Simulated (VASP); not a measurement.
# Ti2AlN3 (P-3m1) in VASP: notebook

Runs on Ti2AlN3. Level: PBE. Tasks: single point.

The COD entry that gives the cell may itself be a prediction, so a difference from it is no test against experiment.

All numbers are computed with VASP 6.6.1; they aren't measurements. Logs are shortened: lines on timing, memory, paths and dates and some standing lists are left out, and cuts for length are marked.

### Step 1. The cell of the first run

The structure is trigonal, space group P-3m1 (No. 164). The conventional cell has a = 2.961 Å, b = 2.961 Å, c = 7.308 Å, α = 90.00°, β = 90.00°, γ = 120.00°. Ti (site symmetry 3m) has 6 N at 2.08 to 2.17 Å within 2.7 Å. Within 2.7 Å of Al (site symmetry -3m) lie 6 N at 2.05 Å. Within 2.7 Å of N (site symmetry 3m) lie 3 Al at 2.05 Å and 3 Ti at 2.17 Å. N (site symmetry -3m) has 6 Ti at 2.08 Å within 2.7 Å.

### Step 2. Single point, PBE

File INCAR:

```
SYSTEM = Ti2AlN3
  ALGO = Normal
  EDIFF = 1E-6
  ENCUT = 520
  GGA = PE
  ISIF = 2
  ISMEAR = 0
  LASPH = .TRUE.
  LCHARG = .TRUE.
  LELF = .TRUE.
  LREAL = .FALSE.
  LVHAR = .TRUE.
  LWAVE = .FALSE.
  NBANDS = 30
  NELM = 60
  PREC = Accurate
  SIGMA = 0.1
```

File KPOINTS:

```
k-points
0
G
  6 6 4
  0 0 0
```

File POSCAR:

```
Ti2AlN3
1.0
    2.9607723043      0.0000000000      0.0000000000
   -1.4803861521      2.5641040303      0.0000000000
    0.0000000000      0.0000000000      7.3082378627
Ti Al N
2 1 3
Direct
    0.3333333333      0.6666666667      0.1609868532
    0.6666666667      0.3333333333      0.8390131468
    0.0000000000      0.0000000000      0.5000000000
    0.6666666667      0.3333333333      0.3441796998
    0.3333333333      0.6666666667      0.6558203002
    0.0000000000      0.0000000000      0.0000000000
```

Potentials or basis: VASP PAW PBE potentials, release 64 (Ti_sv, Al, N).

On the command line:

```bash
$ cat potpaw_PBE.64/Ti_sv/POTCAR potpaw_PBE.64/Al/POTCAR potpaw_PBE.64/N/POTCAR > POTCAR
$ mpirun -np 1 vasp_std > vasp.out
```

OUTCAR:

```text
SYSTEM = Ti2AlN3
   EDIFF = 1E-6
   ENCUT = 520
   GGA = PE
   ISIF = 2
   ISMEAR = 0
   LASPH = .TRUE.
   LREAL = .FALSE.
   NELM = 60
   PREC = Accurate

 ion  position               nearest neighbor table
   1  0.333  0.667  0.161-   6 2.08   6 2.08   6 2.08   4 2.17   4 2.17   4 2.17   2 2.91   2 2.91
                             2 2.91   3 3.01   3 3.01   3 3.01
   2  0.667  0.333  0.839-   6 2.08   6 2.08   6 2.08   5 2.17   5 2.17   5 2.17   1 2.91   1 2.91
                             1 2.91   3 3.01   3 3.01   3 3.01
   3  0.000  0.000  0.500-   4 2.05   5 2.05   5 2.05   4 2.05   4 2.05   5 2.05   1 3.01   2 3.01
                             1 3.01   2 3.01   1 3.01   2 3.01
   4  0.667  0.333  0.344-   3 2.05   3 2.05   3 2.05   1 2.17   1 2.17   1 2.17
   5  0.333  0.667  0.656-   3 2.05   3 2.05   3 2.05   2 2.17   2 2.17   2 2.17
   6  0.000  0.000  0.000-   1 2.08   2 2.08   1 2.08   2 2.08   2 2.08   1 2.08

  LATTYP: Found a hexagonal cell.
 ALAT       =     2.9607723043
 C/A-ratio  =     2.4683552504

  Lattice vectors:

 A1 = (   2.9607723043,   0.0000000000,   0.0000000000)
 A2 = (  -1.4803861521,   2.5641040303,   0.0000000000)
 A3 = (   0.0000000000,   0.0000000000,   7.3082378627)

Analysis of symmetry for initial positions (statically):
=====================================================================
 Subroutine PRICEL returns:
 Original cell was already a primitive cell.

 Routine SETGRP: Setting up the symmetry group for a
 hexagonal supercell.

 Subroutine GETGRP returns: Found 12 space group operations
 (whereof 12 operations were pure point group operations)
 out of a pool of 24 trial point group operations.

The static configuration has the point symmetry D_3d.

Analysis of symmetry for dynamics (positions and initial velocities):
=====================================================================
 Subroutine PRICEL returns:
 Original cell was already a primitive cell.

 Routine SETGRP: Setting up the symmetry group for a
 hexagonal supercell.

 Subroutine GETGRP returns: Found 12 space group operations
 (whereof 12 operations were pure point group operations)
 out of a pool of 24 trial point group operations.

The dynamic configuration has the point symmetry D_3d.

 Subroutine INISYM returns: Found 12 space group operations
 (whereof 12 operations are pure point group operations),
 and found     1 'primitive' translations

----------------------------------------------------------------------------------------

                                     Primitive cell

  volume of cell :      55.4822

  direct lattice vectors                    reciprocal lattice vectors
     2.960772304  0.000000000  0.000000000     0.337749714  0.194999888  0.000000000
    -1.480386152  2.564104030  0.000000000     0.000000000  0.389999777  0.000000000
     0.000000000  0.000000000  7.308237863     0.000000000  0.000000000  0.136831890

  length of vectors
     2.960772304  2.960772304  7.308237863     0.389999777  0.389999777  0.136831890

  position of ions in fractional coordinates (direct lattice)
     0.333333333  0.666666667  0.160986853
     0.666666667  0.333333333  0.839013147
     0.000000000  0.000000000  0.500000000
     0.666666667  0.333333333  0.344179700
     0.333333333  0.666666667  0.655820300
     0.000000000  0.000000000  0.000000000

  ion indices of the primitive-cell ions
   primitive index   ion index
                 1           1
                 2           2
                 3           3
                 4           4
                 5           5
                 6           6

----------------------------------------------------------------------------------------

 KPOINTS: k-points

Automatic generation of k-mesh.
 Grid dimensions read from file:
 generate k-points for:    6    6    4

 Generating k-lattice:

  Cartesian coordinates                     Fractional coordinates (reciprocal lattice)
     0.056291619  0.032499981  0.000000000     0.166666667 -0.000000000  0.000000000
     0.000000000  0.064999963  0.000000000     0.000000000  0.166666667  0.000000000
     0.000000000  0.000000000  0.034207973     0.000000000  0.000000000  0.250000000

  Length of vectors
     0.064999963  0.064999963  0.034207973

  Shift w.r.t. Gamma in fractional coordinates (k-lattice)
     0.000000000  0.000000000  0.000000000

 Subroutine IBZKPT returns following result:
 ===========================================

 Found     24 irreducible k-points:

 Following reciprocal coordinates:
            Coordinates               Weight
  0.000000  0.000000  0.000000      1.000000
  0.166667  0.000000  0.000000      6.000000
  0.333333  0.000000  0.000000      6.000000
  0.500000  0.000000  0.000000      3.000000
  0.166667  0.166667  0.000000      6.000000
  0.333333  0.166667  0.000000     12.000000
[... 16 lines left out ...]
  0.333333  0.166667  0.500000     12.000000
  0.333333  0.333333  0.500000      2.000000
   k-points           NKPTS =     24   k-points in BZ     NKDIM =     24   number of bands    NBANDS=     30
   number of dos      NEDOS =    301   number of ions     NIONS =      6
   total plane-waves  NPLWV =  31104
   dimension x,y,z NGX =    24 NGY =   24 NGZ =   54
   dimension x,y,z NGXF=    48 NGYF=   48 NGZF=  108
   ions per type =               2   1   3
   NGX,Y,Z   is equivalent  to a cutoff of  13.48, 13.48, 12.28 a.u.
   NGXF,Y,Z  is equivalent  to a cutoff of  26.95, 26.95, 24.57 a.u.
 SYSTEM =  Ti2AlN3
   PREC   = accura    normal or accurate (medium, high low for compatibility)
   ISTART =      0    job   : 0-new  1-cont  2-samecut
   ICHARG =      2    charge: 1-file 2-atom 10-const
   ISPIN  =      1    spin polarized calculation?
   LNONCOLLINEAR =      F non collinear calculations
   LSORBIT =      F    spin-orbit coupling
   LASPH  =      T    aspherical Exc in radial PAW
   ENCUT  =  520.0 eV  38.22 Ry    6.18 a.u.   5.51  5.51 13.59*2*pi/ulx,y,z
   NELM   =     60;   NELMIN=  2; NELMDL= -5     # of ELM steps
   EDIFF  = 0.1E-05   stopping-criterion for ELM
   LREAL  =      F    real-space projection
   EDIFFG = 0.1E-04   stopping-criterion for IOM
   NSW    =      0    number of steps for IOM
   IBRION =     -1    ionic relax: 0-MD 1-quasi-New 2-CG
   NFREE  =      0    steps in history (QN), initial steepest desc. (CG)
   ISIF   =      2    stress and relaxation
   ISYM   =      2    0-nonsym 1-usesym 2-fastsym
   POTIM  = 0.5000    time-step for ionic-motion
   TEBEG  =    0.0;   TEEND  =   0.0 temperature during run
   PSTRESS=    0.0 pullay stress
   NELECT =      42.0000    total number of electrons
   NUPDOWN=      -1.0000    fix difference up-down
   EMIN   =  10.00;   EMAX   =-10.00  energy-range for DOS
   EFERMI =   0.00;   METHOD = LEGACY
   ISMEAR =     0;   SIGMA  =   0.10  broadening in eV -4-tet -1-fermi 0-gaus
   EFERMI_NEDOS =   21; number of points for ismear=-14 and -15
   IALGO  =     38    algorithm
   IMIX   =      4    mixing-type and parameters
     AMIX     =   0.40;   BMIX     =  1.00
     AMIX_MAG =   1.60;   BMIX_MAG =  1.00
  volume/ion in A,a.u.               =       9.25        62.40
  Fermi-wavevector in a.u.,A,eV,Ry     =   1.492016  2.819501 30.288090  2.226112
  Thomas-Fermi vector in A             =   2.604598
   LORBIT       =      0    0 simple, 1 ext, 2 COOP (PROOUT), +10 PAW based schemes
   GGA     = PE    functional components
   LHFCALC =     F    Hartree Fock is set to
   AEXX    =    0.0000 exact exchange contribution
   IVDW    =     0    specifies the selected vdW correction
   LEPSILON=     F    determine dielectric tensor
   LRPA    =     F    only Hartree local field effects (RPA)
 non-spin polarized calculation
 Gauss-broadening in eV      SIGMA  =   0.10
  energy-cutoff  :      520.00
  volume of cell :       55.48
 maximum number of plane-waves:      1528
 NGX is ok and might be reduce to    24

 number of electron      42.0000004 magnetization

 Free energy of the ion-electron system (eV)
  ---------------------------------------------------
  ext. energy  EPLUGINS =         0.00000000
  ---------------------------------------------------
  free energy    TOTEN  =       -53.56835427 eV

  energy without entropy =      -53.55664885  energy(sigma->0) =      -53.56250156

 E-fermi :  11.1011     XC(G=0): -12.7202

 val. band max:       11.0838106372   @ k =   0.0000   0.0000   0.0000
 cond. band min:      11.1033178593   @ k =   0.1667   0.1667   0.2500
 fundamental gap:      0.0195072221
 Fermi energy:        11.1011132350

 k-point     1 :       0.0000    0.0000    0.0000
  band No.  band energies     occupation
      1     -46.5831      2.00000
      2     -46.5119      2.00000
      3     -23.1205      2.00000
      4     -22.6933      2.00000
      5     -22.5967      2.00000
      6     -22.5967      2.00000
[... 22 lines left out ...]
     29      15.7375      0.00000
     30      15.8329      0.00000

 k-point     2 :       0.1667    0.0000    0.0000
  band No.  band energies     occupation
      1     -46.5605      2.00000
      2     -46.4977      2.00000
      3     -23.0780      2.00000
      4     -22.7720      2.00000
      5     -22.6821      2.00000
      6     -22.6472      2.00000
[... 22 lines left out ...]
     29      15.2350      0.00000
     30      15.9239      0.00000

 k-point     3 :       0.3333    0.0000    0.0000
  band No.  band energies     occupation
      1     -46.5124      2.00000
      2     -46.4717      2.00000
      3     -23.0829      2.00000
      4     -22.9994      2.00000
      5     -22.8379      2.00000
      6     -22.7096      2.00000
[... 682 lines left out ...]
     29      15.2284      0.00000
     30      15.8776      0.00000

 k-point    24 :       0.3333    0.3333    0.5000
  band No.  band energies     occupation
      1     -46.4641      2.00000
      2     -46.4641      2.00000
      3     -23.0404      2.00000
      4     -22.9910      2.00000
      5     -22.9910      2.00000
      6     -22.8649      2.00000
[... 22 lines left out ...]
     29      15.2390      0.00000
     30      15.2390      0.00000

------------------------ aborting loop because EDIFF is reached ----------------------------------------

  FORCE on cell =-STRESS in cart. coord.  units (eV):
  Direction    XX          YY          ZZ          XY          YZ          ZX
  --------------------------------------------------------------------------------------
  -------------------------------------------------------------------------------------
  Total        0.0920360      0.0920360      0.1234595      0.0000000     -0.0000000      0.0000000
  in kB        2.6577562      2.6577562      3.5651825      0.0000000     -0.0000000      0.0000000
  external PRESSURE =       2.9602316 kB  Pullay stress =       0.0000000 kB

 VOLUME and BASIS-vectors are now :
 -----------------------------------------------------------------------------
  energy-cutoff  :      520.00
  volume of cell :       55.48
      direct lattice vectors                 reciprocal lattice vectors
     2.960772304  0.000000000  0.000000000     0.337749714  0.194999888  0.000000000
    -1.480386152  2.564104030  0.000000000     0.000000000  0.389999777  0.000000000
     0.000000000  0.000000000  7.308237863     0.000000000  0.000000000  0.136831890

 POSITION                                       TOTAL-FORCE (eV/Angst)
 -----------------------------------------------------------------------------------
     -0.00000      1.70940      1.17653         0.000000     -0.000000      0.010231
      1.48039      0.85470      6.13171         0.000000      0.000000     -0.010231
      0.00000      0.00000      3.65412        -0.000000      0.000000      0.000000
      1.48039      0.85470      2.51535         0.000000      0.000000      0.033388
     -0.00000      1.70940      4.79289        -0.000000     -0.000000     -0.033388
      0.00000      0.00000      0.00000        -0.000000      0.000000      0.000000
 -----------------------------------------------------------------------------------
    total drift:                                0.000000      0.000000      0.000000

  FREE ENERGIE OF THE ION-ELECTRON SYSTEM (eV)
  ---------------------------------------------------
  free  energy   TOTEN  =       -53.5683542702 eV

  energy  without entropy=      -53.5566488545  energy(sigma->0) =      -53.56250156
```

Run time: 2 min. Hardware: 1 thread of AMD EPYC 7R13, shared host; peak memory 0.17 GiB.

What came out:

```yaml
Free_energy: -53.5684 eV
Pressure: 0.3 GPa
Largest_force: 0.033 eV/Å
Band_gap_on_the_k_mesh: zero (band 21 reaches 12.15 eV, above the bottom of band 22 at 11.02 eV)
```

Forces in eV/Å, atoms in the order of the input:
```
Ti   0.000  0.000  0.010
Ti   0.000  0.000 -0.010
Al   0.000  0.000  0.000
N    0.000  0.000  0.033
N    0.000  0.000 -0.033
N    0.000  0.000  0.000
```

Stress tensor (GPa, compression positive):
```
0.27 0.00 0.00
0.00 0.27 0.00
0.00 0.00 0.36
```

Caveat: the k points lie up to 0.41 Å⁻¹ apart.

### Step 3. Single point, PBE, collinear spin, ferromagnetic start

File INCAR:

```
SYSTEM = Ti2AlN3
ALGO = Normal
EDIFF = 1E-6
ENCUT = 520
GGA = PE
ISIF = 2
ISMEAR = 0
ISPIN = 2
LASPH = .True.
LCHARG = .False.
LMAXMIX = 4
LORBIT = 11
LREAL = .False.
LWAVE = .False.
MAGMOM = 1 1 0 0 0 0
NBANDS = 34
NELM = 150
PREC = Accurate
SIGMA = 0.1
```

File KPOINTS:

```
k-points
0
Gamma
  6 6 2
  0 0 0
```

File POSCAR:

```
Ti2AlN3
1.0
    2.9594850074      0.0000000000      0.0000000000
   -1.4797425037      2.5629891985      0.0000000000
    0.0000000000      0.0000000000      7.3089218372
Ti Al N
2 1 3
Direct
    0.3333333333      0.6666666667      0.1613112273
    0.6666666667      0.3333333333      0.8386887727
    0.0000000000      0.0000000000      0.5000000000
    0.6666666667      0.3333333333      0.3441567580
    0.3333333333      0.6666666667      0.6558432420
    0.0000000000      0.0000000000      0.0000000000
```

Potentials or basis: VASP PAW PBE potentials, release 64 (Ti_sv, Al, N).

On the command line:

```bash
$ cat potpaw_PBE.64/Ti_sv/POTCAR potpaw_PBE.64/Al/POTCAR potpaw_PBE.64/N/POTCAR > POTCAR
$ mpirun -np 1 vasp_std > vasp.out
```

Wall time 2.7 min (1 thread of AMD EPYC 7R13, shared host); peak memory 0.19 GiB.

Results (log left out):

* Free energy: -53.5762 eV
* Pressure: 0.4 GPa
* Largest force: 0.034 eV/Å
* Band gap on the k mesh: zero (filled and empty bands overlap)
* Net moment: 0.00 μB per cell
* Valence electrons inside the program's atomic spheres: Ti 10.40; Al 0.68; N 3.78, 3.79

Forces in eV/Å, atoms in the order of the input:
```
Ti   0.000  0.000  0.026
Ti   0.000  0.000 -0.026
Al   0.000  0.000  0.000
N    0.000  0.000  0.034
N    0.000  0.000 -0.034
N    0.000  0.000  0.000
```

Levels at points of the mesh, in eV from the Fermi level:
Spin up:
```tsv
k point	band 19	band 20	band 21	band 22	band 23	band 24
(0.00, 0.00, 0.00)	-1.69	-1.69	-0.13	-0.03	-0.03	1.35
(0.50, 0.00, 0.00)	-3.43	-3.24	-2.28	0.94	2.05	2.42
(0.00, 0.00, 0.50)	-2.17	-2.17	0.04	0.04	0.25	1.32
(0.50, 0.00, 0.50)	-3.67	-2.71	-1.56	0.59	2.06	2.36
```
Spin down:
```tsv
k point	band 18	band 19	band 20	band 21	band 22	band 23	band 24	band 25
(0.00, 0.00, 0.00)	-1.69	-1.69	-1.69	-0.13	-0.03	-0.03	1.35	1.35
(0.50, 0.00, 0.00)	-3.54	-3.43	-3.24	-2.28	0.94	2.05	2.42	2.46
(0.00, 0.00, 0.50)	-2.74	-2.17	-2.17	0.04	0.04	0.25	1.32	1.32
(0.50, 0.00, 0.50)	-4.12	-3.67	-2.71	-1.56	0.59	2.06	2.36	2.37
```

Caveat: the k points lie up to 0.43 Å⁻¹ apart.

### Step 4. Single point, PBE

File INCAR:

```
SYSTEM = Ti2AlN3
ALGO     = Normal         ! electronic algorithm
EDIFF    = 1E-6           ! SCF threshold, eV
ENCUT    = 520            ! plane-wave cutoff, eV
GGA      = PE             ! functional
ISIF     = 2              ! what is computed and relaxed
ISMEAR   = 0              ! smearing method
LASPH    = .TRUE.         ! aspherical terms in the spheres
LCHARG   = .FALSE.        ! write CHGCAR
LREAL    = .FALSE.        ! projectors in reciprocal space
LWAVE    = .FALSE.        ! write WAVECAR
NBANDS   = 30             ! bands
NELM     = 100            ! most SCF steps
PREC     = Accurate       ! precision mode
SIGMA    = 0.1            ! smearing width, eV
```

File KPOINTS:

```
k-points
0
G
  12 12 6
  0 0 0
```

File POSCAR:

```
Ti2AlN3
1.0
    2.9606062683      0.0000000000      0.0000000000
   -1.4803031341      2.5639602389      0.0000000000
    0.0000000000      0.0000000000      7.3130621234
Ti Al N
2 1 3
Direct
    0.3333333333      0.6666666667      0.1612715637
    0.6666666667      0.3333333333      0.8387284363
    0.0000000000      0.0000000000      0.5000000000
    0.6666666667      0.3333333333      0.3443353694
    0.3333333333      0.6666666667      0.6556646306
    0.0000000000      0.0000000000      0.0000000000
```

On the command line:

```bash
$ cat potpaw_PBE.64/Ti_sv/POTCAR potpaw_PBE.64/Al/POTCAR potpaw_PBE.64/N/POTCAR > POTCAR
$ mpirun -np 1 vasp_std > vasp.out
```

Wall time 8.7 min (1 thread of AMD EPYC 7R13, shared host); peak memory 0.25 GiB.

Results (log left out):

| Quantity | Value |
| --- | --- |
| Free energy | -53.5368 eV |
| Pressure | 0.2 GPa |
| Largest force | 0.027 eV/Å |
| Band gap on the k mesh | zero (band 21 reaches 12.15 eV, above the bottom of band 22 at 11.02 eV) |

Forces on the atoms (eV/Å):
```
Ti   0.000  0.000  0.017
Ti   0.000  0.000 -0.017
Al   0.000  0.000  0.000
N    0.000  0.000  0.027
N    0.000  0.000 -0.027
N    0.000  0.000  0.000
```

Levels at points of the mesh, in eV from the Fermi level:
| k point | band 19 | band 20 | band 21 | band 22 | band 23 | band 24 |
| --- | --- | --- | --- | --- | --- | --- |
| (0.00, 0.00, 0.00) | -1.76 | -1.75 | -0.20 | -0.10 | -0.10 | 1.28 |
| (0.50, 0.00, 0.00) | -3.49 | -3.29 | -2.35 | 0.86 | 1.98 | 2.34 |
| (0.00, 0.00, 0.50) | -2.23 | -2.23 | -0.03 | -0.03 | 0.17 | 1.24 |
| (0.50, 0.00, 0.50) | -3.73 | -2.77 | -1.63 | 0.52 | 1.98 | 2.28 |

### Step 5. Overview

| spin | cell | k mesh | gap on the mesh (eV) | pressure (GPa) | largest force (eV/Å) |
| --- | --- | --- | --- | --- | --- |
| off | a = 2.961, b = 2.961, c = 7.308 Å, angles 90.0, 90.0, 120.0°, 6 atoms | 6 × 6 × 4 | none | 0.3 | 0.03 |
| collinear, ferromagnetic start | a = 2.959, b = 2.959, c = 7.309 Å, angles 90.0, 90.0, 120.0°, 6 atoms | 6 × 6 × 2 | none | 0.4 | 0.03 |
| off | a = 2.961, b = 2.961, c = 7.313 Å, angles 90.0, 90.0, 120.0°, 6 atoms | 12 × 12 × 6 | none | 0.2 | 0.03 |

Some of these runs hold the atoms at other places in the same cell, which the table doesn't show; runs alike in all that it shows share one row.

Alike in all rows: task single point; level PBE; potentials or basis VASP PAW PBE potentials, release 64 (Ti_sv, Al, N); cutoff (eV) 520; smearing gaussian 0.1 eV.

Caveats: some runs use coarse meshes.

Absolute energies hang on the potentials; compare differences alone.
